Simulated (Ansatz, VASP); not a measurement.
# Pt: VASP beside Ansatz

```
CELL_PARAMETERS angstrom
2.40584 -2.40590 0.00000
2.40584 2.40590 0.00000
0.00000 0.00000 2.72986
ATOMIC_POSITIONS crystal
Pt 0.75000 0.25000 0.74999
Pt 0.25000 0.75000 0.25001
```

Alike in both runs: functional PBE; k mesh 4 × 4 × 6; occupations gaussian, width 0.1 eV; no spin polarisation.

Ansatz relaxed the structure, and its values are those at the end. VASP's run is a single point on that final structure, the one shown.

|  | VASP | Ansatz |
| --- | --- | --- |
| version | VASP 6.6.1 | Ansatz 0.2.0 |
| potentials or method | VASP PAW PBE potentials, release 64 (Pt), cutoff 520 eV | scalar-relativistic, plane waves, PAW |
| valence electrons in the cell | 20 | 36 |

|  | VASP | Ansatz | Ansatz less VASP |
| --- | --- | --- | --- |
| gap on the k mesh at the Fermi level (eV) | none | none | - |
| pressure (GPa) | -0.6 | 0.0 | +0.53 |

A gap of «none» marks a metal or a gap that the smearing closes. VASP's potentials hold 20 valence electrons a cell and Ansatz's 36, so a difference there can come from the potentials and not from the codes.

The k mesh is coarse, so the values compare programs but aren't converged. Neither program's run includes spin-orbit coupling.
